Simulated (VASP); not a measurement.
# SrTiC2 (P6/mmm) in VASP: notebook

SrTiC2 is run at these levels: PBE; tasks: single point, relaxation of cell and atoms.

All numbers are computed with VASP 6.6.1; they aren't measurements. Logs are shortened: lines on timing, memory, paths and dates and some standing lists are left out, and cuts for length are marked.

### 1 The cell of the first run

It takes space group P6/mmm (No. 191, hexagonal). Conventional cell: a = 3.775 Å, b = 3.775 Å, c = 6.284 Å, α = 90.00°, β = 90.00°, γ = 120.00°. Sr (site symmetry 6/mmm) has 2 Ti at 3.14 Å and 6 Sr at 3.77 Å and 12 C at 3.82 Å within 4.1 Å. Within 2.9 Å of Ti (site symmetry 6/mmm) lie 6 C at 2.18 Å. C (site symmetry -6m2) has 3 C at 2.18 Å and 3 Ti at 2.18 Å within 2.9 Å.

The cell was generated, and may not be a known phase.

### 2 Single point, PBE, collinear spin

Contents of INCAR:

```
  PREC = Accurate
  ENCUT = 520
  EDIFF = 1E-6
  ISMEAR = 0
  SIGMA = 0.1
  LREAL = False
  LASPH = True
  NELM = 150
  ALGO = Normal
  ISIF = 2
  LWAVE = False
  LCHARG = False
  ISPIN = 2
  MAGMOM = 0 0.43 0 0
  LORBIT = 11
  LMAXMIX = 4
  GGA = PE
  NBANDS = 27
```

Contents of KPOINTS:

```
Automatic mesh
0
Gamma
  12 12 8
```

Contents of POSCAR:

```
SrTiC2
1.0
    3.7749656818      0.0000000000      0.0000000000
   -1.8874828409      3.2692161788      0.0000000000
    0.0000000000      0.0000000000      6.2840164835
Sr Ti C
1 1 2
Direct
    0.0000000000      0.0000000000      0.5000000000
    0.0000000000      0.0000000000      0.0000000000
    0.3333333333      0.6666666667      0.0000000000
    0.6666666667      0.3333333333      0.0000000000
```

Potentials or basis: VASP PAW PBE potentials, release 64 (Sr_sv, Ti_sv, C).

Launch:

```
$ cat potpaw_PBE.64/Sr_sv/POTCAR potpaw_PBE.64/Ti_sv/POTCAR potpaw_PBE.64/C/POTCAR > POTCAR
$ mpirun -np 1 vasp_std > vasp.out
```

OUTCAR:

```text
PREC = Accurate
   ENCUT = 520
   EDIFF = 1E-6
   ISMEAR = 0
   LREAL = False
   LASPH = True
   NELM = 150
   ISIF = 2
   ISPIN = 2
   LORBIT = 11
   GGA = PE

 ion  position               nearest neighbor table
   1  0.000  0.000  0.500-   2 3.14   2 3.14
   2  0.000  0.000  0.000-   3 2.18   4 2.18   3 2.18   4 2.18   4 2.18   3 2.18   1 3.14   1 3.14

   3  0.333  0.667  0.000-   2 2.18   2 2.18   2 2.18
   4  0.667  0.333  0.000-   2 2.18   2 2.18   2 2.18

  LATTYP: Found a hexagonal cell.
 ALAT       =     3.7749656818
 C/A-ratio  =     1.6646552613

  Lattice vectors:

 A1 = (   3.7749656818,   0.0000000000,   0.0000000000)
 A2 = (  -1.8874828409,   3.2692161788,   0.0000000000)
 A3 = (   0.0000000000,   0.0000000000,   6.2840164835)

Analysis of symmetry for initial positions (statically):
=====================================================================
 Subroutine PRICEL returns:
 Original cell was already a primitive cell.

 Routine SETGRP: Setting up the symmetry group for a
 hexagonal supercell.

 Subroutine GETGRP returns: Found 24 space group operations
 (whereof 24 operations were pure point group operations)
 out of a pool of 24 trial point group operations.

The static configuration has the point symmetry D_6h.

Analysis of symmetry for dynamics (positions and initial velocities):
=====================================================================
 Subroutine PRICEL returns:
 Original cell was already a primitive cell.

 Routine SETGRP: Setting up the symmetry group for a
 hexagonal supercell.

 Subroutine GETGRP returns: Found 24 space group operations
 (whereof 24 operations were pure point group operations)
 out of a pool of 24 trial point group operations.

The dynamic configuration has the point symmetry D_6h.

Analysis of structural, dynamic, and magnetic symmetry:
=====================================================================
 Subroutine PRICEL returns:
 Original cell was already a primitive cell.

 Routine SETGRP: Setting up the symmetry group for a
 hexagonal supercell.

 Subroutine GETGRP returns: Found 24 space group operations
 (whereof 24 operations were pure point group operations)
 out of a pool of 24 trial point group operations.

The overall configuration has the point symmetry D_6h.

 Subroutine INISYM returns: Found 24 space group operations
 (whereof 24 operations are pure point group operations),
 and found     1 'primitive' translations

----------------------------------------------------------------------------------------

                                     Primitive cell

  volume of cell :      77.5522

  direct lattice vectors                    reciprocal lattice vectors
     3.774965682  0.000000000  0.000000000     0.264903070  0.152941859  0.000000000
    -1.887482841  3.269216179  0.000000000     0.000000000  0.305883718  0.000000000
     0.000000000  0.000000000  6.284016484     0.000000000  0.000000000  0.159133892

  length of vectors
     3.774965682  3.774965682  6.284016484     0.305883718  0.305883718  0.159133892

  position of ions in fractional coordinates (direct lattice)
     0.000000000  0.000000000  0.500000000
     0.000000000  0.000000000  0.000000000
     0.333333333  0.666666667  0.000000000
     0.666666667  0.333333333  0.000000000

  ion indices of the primitive-cell ions
   primitive index   ion index
                 1           1
                 2           2
                 3           3
                 4           4

----------------------------------------------------------------------------------------

 KPOINTS: Automatic mesh

Automatic generation of k-mesh.
 Grid dimensions read from file:
 generate k-points for:   12   12    8

 Generating k-lattice:

  Cartesian coordinates                     Fractional coordinates (reciprocal lattice)
     0.022075256  0.012745155  0.000000000     0.083333333  0.000000000  0.000000000
     0.000000000  0.025490310  0.000000000     0.000000000  0.083333333  0.000000000
     0.000000000  0.000000000  0.019891736     0.000000000  0.000000000  0.125000000

  Length of vectors
     0.025490310  0.025490310  0.019891736

  Shift w.r.t. Gamma in fractional coordinates (k-lattice)
     0.000000000  0.000000000  0.000000000

 Subroutine IBZKPT returns following result:
 ===========================================

 Found     95 irreducible k-points:

 Following reciprocal coordinates:
            Coordinates               Weight
  0.000000  0.000000  0.000000      1.000000
  0.083333  0.000000  0.000000      6.000000
  0.166667  0.000000  0.000000      6.000000
  0.250000  0.000000  0.000000      6.000000
  0.333333  0.000000  0.000000      6.000000
  0.416667  0.000000  0.000000      6.000000
[... 16 lines left out ...]
  0.250000  0.000000  0.125000     12.000000
  0.333333  0.000000  0.125000     12.000000
 [... further k-points ...]
   k-points           NKPTS =     95   k-points in BZ     NKDIM =     95   number of bands    NBANDS=     27
   number of dos      NEDOS =    301   number of ions     NIONS =      4
   total plane-waves  NPLWV =  37632
   dimension x,y,z NGX =    28 NGY =   28 NGZ =   48
   dimension x,y,z NGXF=    56 NGYF=   56 NGZF=   96
   ions per type =               1   1   2
   NGX,Y,Z   is equivalent  to a cutoff of  12.33, 12.33, 12.70 a.u.
   NGXF,Y,Z  is equivalent  to a cutoff of  24.66, 24.66, 25.40 a.u.
 SYSTEM =  unknown system
   PREC   = accura    normal or accurate (medium, high low for compatibility)
   ISTART =      0    job   : 0-new  1-cont  2-samecut
   ICHARG =      2    charge: 1-file 2-atom 10-const
   ISPIN  =      2    spin polarized calculation?
   LNONCOLLINEAR =      F non collinear calculations
   LSORBIT =      F    spin-orbit coupling
   LASPH  =      T    aspherical Exc in radial PAW
   ENCUT  =  520.0 eV  38.22 Ry    6.18 a.u.   7.02  7.02 11.68*2*pi/ulx,y,z
   NELM   =    150;   NELMIN=  2; NELMDL= -5     # of ELM steps
   EDIFF  = 0.1E-05   stopping-criterion for ELM
   LREAL  =      F    real-space projection
   EDIFFG = 0.1E-04   stopping-criterion for IOM
   NSW    =      0    number of steps for IOM
   IBRION =     -1    ionic relax: 0-MD 1-quasi-New 2-CG
   NFREE  =      0    steps in history (QN), initial steepest desc. (CG)
   ISIF   =      2    stress and relaxation
   ISYM   =      2    0-nonsym 1-usesym 2-fastsym
   POTIM  = 0.5000    time-step for ionic-motion
   TEBEG  =    0.0;   TEEND  =   0.0 temperature during run
   PSTRESS=    0.0 pullay stress
   NELECT =      30.0000    total number of electrons
   NUPDOWN=      -1.0000    fix difference up-down
   EMIN   =  10.00;   EMAX   =-10.00  energy-range for DOS
   EFERMI =   0.00;   METHOD = LEGACY
   ISMEAR =     0;   SIGMA  =   0.10  broadening in eV -4-tet -1-fermi 0-gaus
   EFERMI_NEDOS =   21; number of points for ismear=-14 and -15
   IALGO  =     38    algorithm
   IMIX   =      4    mixing-type and parameters
     AMIX     =   0.40;   BMIX     =  1.00
     AMIX_MAG =   1.60;   BMIX_MAG =  1.00
  volume/ion in A,a.u.               =      19.39       130.84
  Fermi-wavevector in a.u.,A,eV,Ry     =   1.192845  2.254150 19.359439  1.422879
  Thomas-Fermi vector in A             =   2.328873
   LORBIT       =     11    0 simple, 1 ext, 2 COOP (PROOUT), +10 PAW based schemes
   GGA     = PE    functional components
   LHFCALC =     F    Hartree Fock is set to
   AEXX    =    0.0000 exact exchange contribution
   IVDW    =     0    specifies the selected vdW correction
   LEPSILON=     F    determine dielectric tensor
   LRPA    =     F    only Hartree local field effects (RPA)
 spin polarized calculation
 Gauss-broadening in eV      SIGMA  =   0.10
  energy-cutoff  :      520.00
  volume of cell :       77.55
 maximum number of plane-waves:      2118
 NGX is ok and might be reduce to    28
   NGX = 13   NGY = 13   NGZ = 23

 number of electron      29.9999991 magnetization       0.9289892

 Free energy of the ion-electron system (eV)
  ---------------------------------------------------
  ext. energy  EPLUGINS =         0.00000000
  ---------------------------------------------------
  free energy    TOTEN  =       -21.64502986 eV

  energy without entropy =      -21.62553772  energy(sigma->0) =      -21.63528379

 E-fermi :   4.3423     XC(G=0):  -9.5265

 val. band max:        4.3418443375   @ k =   0.4167   0.0833   0.1250
 cond. band min:       4.3423625243   @ k =   0.4167   0.0833   0.0000
 fundamental gap:      0.0005181868
 Fermi energy:         4.3423235533

 spin component 1

 k-point     1 :       0.0000    0.0000    0.0000
  band No.  band energies     occupation
      1     -52.4610      1.00000
      2     -32.1877      1.00000
      3     -29.0352      1.00000
      4     -28.6323      1.00000
      5     -28.6323      1.00000
      6     -14.2568      1.00000
[... 19 lines left out ...]
     26       9.4937      0.00000
     27      10.3843      0.00000
[... 661 lines left out ...]
 k-point    24 :       0.3333    0.0000    0.1250
  band No.  band energies     occupation
      1     -52.4580      1.00000
      2     -32.1528      1.00000
      3     -29.0299      1.00000
      4     -28.6891      1.00000
      5     -28.6473      1.00000
      6     -14.3425      1.00000
[... 19 lines left out ...]
     26      10.1823      0.00000
     27      10.9239      0.00000

 [... further k-points ...]

 spin component 2

 k-point     1 :       0.0000    0.0000    0.0000
  band No.  band energies     occupation
      1     -51.9906      1.00000
      2     -32.1469      1.00000
      3     -28.4275      1.00000
      4     -28.2229      1.00000
      5     -28.2229      1.00000
      6     -14.1297      1.00000
[... 19 lines left out ...]
     26      10.0516      0.00000
     27      10.7286      0.00000
[... 661 lines left out ...]
 k-point    24 :       0.3333    0.0000    0.1250
  band No.  band energies     occupation
      1     -51.9875      1.00000
      2     -32.1115      1.00000
      3     -28.4221      1.00000
      4     -28.2817      1.00000
      5     -28.2385      1.00000
      6     -14.3275      1.00000
[... 19 lines left out ...]
     26      10.5257      0.00000
     27      11.3310      0.00000

 [... further k-points ...]
[... 5 lines left out ...]
  --------------------------------------------------------------------------------------
  -------------------------------------------------------------------------------------
  Total        0.0816451      0.0816451      0.0122857      0.0000000     -0.0000000      0.0000000
  in kB        1.6867340      1.6867340      0.2538144      0.0000000     -0.0000000      0.0000000
  external PRESSURE =       1.2090942 kB  Pullay stress =       0.0000000 kB

 VOLUME and BASIS-vectors are now :
 -----------------------------------------------------------------------------
  energy-cutoff  :      520.00
  volume of cell :       77.55
      direct lattice vectors                 reciprocal lattice vectors
     3.774965682  0.000000000  0.000000000     0.264903070  0.152941859  0.000000000
    -1.887482841  3.269216179  0.000000000     0.000000000  0.305883718  0.000000000
     0.000000000  0.000000000  6.284016484     0.000000000  0.000000000  0.159133892

 POSITION                                       TOTAL-FORCE (eV/Angst)
 -----------------------------------------------------------------------------------
      0.00000      0.00000      3.14201        -0.000000      0.000000      0.000000
      0.00000      0.00000      0.00000        -0.000000      0.000000      0.000000
     -0.00000      2.17948      0.00000         0.000000     -0.000000      0.000000
      1.88748      1.08974      0.00000        -0.000000      0.000000      0.000000
 -----------------------------------------------------------------------------------
    total drift:                               -0.000000      0.000000      0.000000

  FREE ENERGIE OF THE ION-ELECTRON SYSTEM (eV)
  ---------------------------------------------------
  free  energy   TOTEN  =       -21.6450298639 eV

  energy  without entropy=      -21.6255377169  energy(sigma->0) =      -21.63528379

 total charge

# of ion       s       p       d       tot
------------------------------------------
    1        2.079   5.692   0.220   7.991
    2        2.217   6.149   2.044  10.411
    3        0.966   1.230   0.000   2.196
    4        0.966   1.230   0.000   2.196
--------------------------------------------------
tot          6.228  14.302   2.265  22.794

 magnetization (x)

# of ion       s       p       d       tot
------------------------------------------
    1        0.001   0.011   0.055   0.067
    2        0.027   0.012   0.491   0.530
    3        0.001   0.027   0.000   0.028
    4        0.001   0.027   0.000   0.028
--------------------------------------------------
tot          0.030   0.077   0.547   0.653
```

Wall time 5.7 min (1 thread of Intel Xeon 6975P-C (Granite Rapids), shared host); peak memory 0.45 GiB.

What came out:

```
Free energy                                           : -21.6450 eV
Pressure                                              : 0.1 GPa
Net moment                                            : 0.93 μB per cell
Site moments                                          : Sr +0.07; Ti +0.53; C +0.03 μB
Valence electrons inside the program's atomic spheres : Sr 7.99; Ti 10.41; C 2.20
```

Levels at points of the mesh, in eV from the Fermi level:
Spin up:
```
           k point  band 11  band 12  band 13  band 14  band 15  band 16  band 17  band 18  band 19  band 20
(0.00, 0.00, 0.00)    -4.90    -4.87    -3.76    -2.79    -0.70     1.04     1.04     2.26     2.26     2.31
(0.50, 0.00, 0.00)    -3.51    -3.51    -2.15    -1.15    -0.47    -0.30     0.02     0.63     2.06     2.60
(0.00, 0.00, 0.50)    -4.90    -4.87    -4.64    -1.01    -0.49     1.23     1.23     2.11     2.11     2.27
(0.50, 0.00, 0.50)    -3.53    -3.27    -2.10    -1.50    -0.30     0.26     0.82     0.90     1.19     2.42
```
Spin down:
```tsv
k point	band 11	band 12	band 13	band 14	band 15	band 16	band 17	band 18
(0.00, 0.00, 0.00)	-4.75	-4.75	-3.65	-2.64	0.11	1.39	1.39	2.34
(0.50, 0.00, 0.00)	-3.41	-3.37	-1.93	-0.54	-0.38	-0.01	0.47	0.96
(0.00, 0.00, 0.50)	-4.75	-4.75	-4.52	-1.03	0.43	1.58	1.58	2.27
(0.50, 0.00, 0.50)	-3.43	-3.14	-1.89	-1.42	-0.01	0.91	1.24	1.24
```

Caveat: a moment this small can come from the mesh or the smearing.

### 3 Single point, PBE

This run uses another cell than the first one, of 18.95 Å³/atom.

Contents of INCAR:

```
SYSTEM = SrTiC2
  PREC = Accurate
  ENCUT = 520
  EDIFF = 1E-6
  ISMEAR = 0
  SIGMA = 0.1
  LREAL = .False.
  LASPH = .True.
  NELM = 100
  ALGO = Normal
  ISIF = 2
  LWAVE = .False.
  LCHARG = .False.
  GGA = PE
  NBANDS = 23
```

Contents of KPOINTS:

```
Automatic mesh
0
Gamma
  6 6 4
  0 0 0
```

Contents of POSCAR:

```
SrTiC2
1.0
    3.7905335068     -0.0000000028      0.0000000000
   -1.8952667510      3.2826983122      0.0000000000
    0.0000000000      0.0000000000      6.0916034692
Sr Ti C
1 1 2
Direct
    0.0000000000      0.0000000000      0.5000000000
    0.0000000000      0.0000000000      0.0000000000
    0.3333333333      0.6666666667      0.0000000000
    0.6666666667      0.3333333333      0.0000000000
```

Potentials or basis: VASP PAW PBE potentials, release 64 (Sr_sv, Ti_sv, C).

Launch:

```
$ cat potpaw_PBE.64/Sr_sv/POTCAR potpaw_PBE.64/Ti_sv/POTCAR potpaw_PBE.64/C/POTCAR > POTCAR
$ mpirun -np 1 vasp_std > vasp.out
```

Wall time 18 s (1 thread of Intel Xeon 6975P-C (Granite Rapids), shared host); peak memory 0.2 GiB.

Results (log left out):

| Property | Result |
| --- | --- |
| Free energy | -21.6097 eV |
| Pressure | 0.1 GPa |
| Band gap on the k mesh | zero (bands 15 and 16 overlap by 0.79 eV) |

Levels at points of the mesh, in eV from the Fermi level:
| k point | band 13 | band 14 | band 15 | band 16 | band 17 | band 18 |
| --- | --- | --- | --- | --- | --- | --- |
| (0.00, 0.00, 0.00) | -3.56 | -2.58 | -0.36 | 1.16 | 1.16 | 2.39 |
| (0.50, 0.00, 0.00) | -1.94 | -0.76 | -0.32 | -0.04 | 0.15 | 0.74 |
| (0.00, 0.00, 0.50) | -4.54 | -0.77 | 0.16 | 1.42 | 1.42 | 2.21 |
| (0.50, 0.00, 0.50) | -1.87 | -1.47 | -0.04 | 0.92 | 1.07 | 1.10 |

(Continued in part 2 of 2.)

The gap in the log of VASP goes by the Fermi energy; the results here count the filled bands.